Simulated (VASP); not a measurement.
Write the native input for VASP 6.6.1 that does the following.

```
Task                   : single point
Functional             : PBEsol
Potentials or basis    : VASP PAW PBE potentials, release 64 (Tl_d, Ge_d, Se)
Cutoff                 : 520 eV
k mesh                 : 4 × 4 × 6
Occupations            : fermi-dirac, width 0.03 eV
Spin                   : no spin polarisation
Dipole correction      : no
Further INCAR settings : ALGO = Normal; EDIFF = 1e-06; NBANDS = 41
```

The structure of Tl2GeSe4 lies in POSCAR:

```
Tl2GeSe4
1.0
    6.9635843671      0.0000000000      0.0000000000
    0.0000000000      6.9635843671      0.0000000000
    0.0000000000      0.0000000000      3.8948981071
Tl Ge Se
2 1 4
Direct
    0.5000000000      0.0000000000      0.5000000000
    0.0000000000      0.5000000000      0.5000000000
    0.0000000000      0.0000000000      0.0000000000
    0.2455358686      0.7544641314      0.0000000000
    0.2455358686      0.2455358686      0.0000000000
    0.7544641314      0.7544641314      0.0000000000
    0.7544641314      0.2455358686      0.0000000000
```

The input as run:

INCAR

```
PREC = Accurate
ENCUT = 520
EDIFF = 1E-6
ISMEAR = -1
SIGMA = 0.03
LREAL = False
LASPH = True
NELM = 100
ALGO = Normal
ISIF = 2
LWAVE = False
LCHARG = False
GGA = PS
NBANDS = 41
```

KPOINTS

```
Automatic mesh
0
Gamma
  4 4 6
```

Potentials or basis: VASP PAW PBE potentials, release 64 (Tl_d, Ge_d, Se).

Launch:

```sh
$ cat potpaw_PBE.64/Tl_d/POTCAR potpaw_PBE.64/Ge_d/POTCAR potpaw_PBE.64/Se/POTCAR > POTCAR
$ mpirun -np 1 vasp_std > vasp.out
```

It gave:

| Property | Result |
| --- | --- |
| Pressure | 0.1 GPa |
| Largest force | 0.010 eV/Å |
| Band gap on the k mesh | zero (band 32 reaches 4.27 eV, above the bottom of band 33 at 2.99 eV) |

Caveat: the PAW data sets were made with another functional, which shifts forces and pressure a little; spin-orbit coupling is left out, which moves the levels of the heavy elements.

Run time: 6.2 min on 1 thread of Intel Xeon 8259CL, with other jobs on the host, peak memory 0.39 GiB.
